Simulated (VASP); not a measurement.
Write the native input for VASP 6.6.1 that does the following.

- Task: single point
- Functional: PBE
- Potentials or basis: VASP PAW PBE potentials, release 64 (C)
- Cutoff: 520 eV
- k mesh: 11 × 11 × 11
- Occupations: fermi-dirac, width 0.1 eV
- Spin: no spin polarisation
- Dipole correction: no
- Further INCAR settings: ALGO = Normal; EDIFF = 1e-07; NBANDS = 11

The structure of C lies in POSCAR:

```
C
1.0
    0.0000000000      2.1270000000      3.3480000000
    1.2280000000      0.0000000000      3.3480000000
    1.2280000000      2.1270000000      0.0000000000
C
2
Direct
    0.1666700000      0.8333300000      0.1666700000
    0.8333300000      0.1666700000      0.8333300000
```

These files were run (other wordings do the same):

INCAR

```
SYSTEM = C
ALGO = Normal
EDIFF = 1E-7
ENCUT = 520
GGA = PE
ISIF = 2
ISMEAR = -1
LASPH = .TRUE.
LCHARG = .TRUE.
LELF = .TRUE.
LREAL = .FALSE.
LVHAR = .TRUE.
LWAVE = .FALSE.
NBANDS = 11
NELM = 60
PREC = Accurate
SIGMA = 0.1
```

KPOINTS

```
k-points
0
G
  11 11 11
  0 0 0
```

Potentials or basis: VASP PAW PBE potentials, release 64 (C).

Run with:

```bash
$ cat potpaw_PBE.64/C/POTCAR > POTCAR
$ mpirun -np 1 vasp_std > vasp.out
```

Results of the run:

- Pressure: 5.1 GPa
- Largest force: 0.032 eV/Å
- Band gap on the k mesh: 0.69 eV, indirect (least direct gap 0.82 eV)

It took 79 s on 1 thread of Intel Xeon 8259CL, with other jobs on the host, peak memory 0.16 GiB.
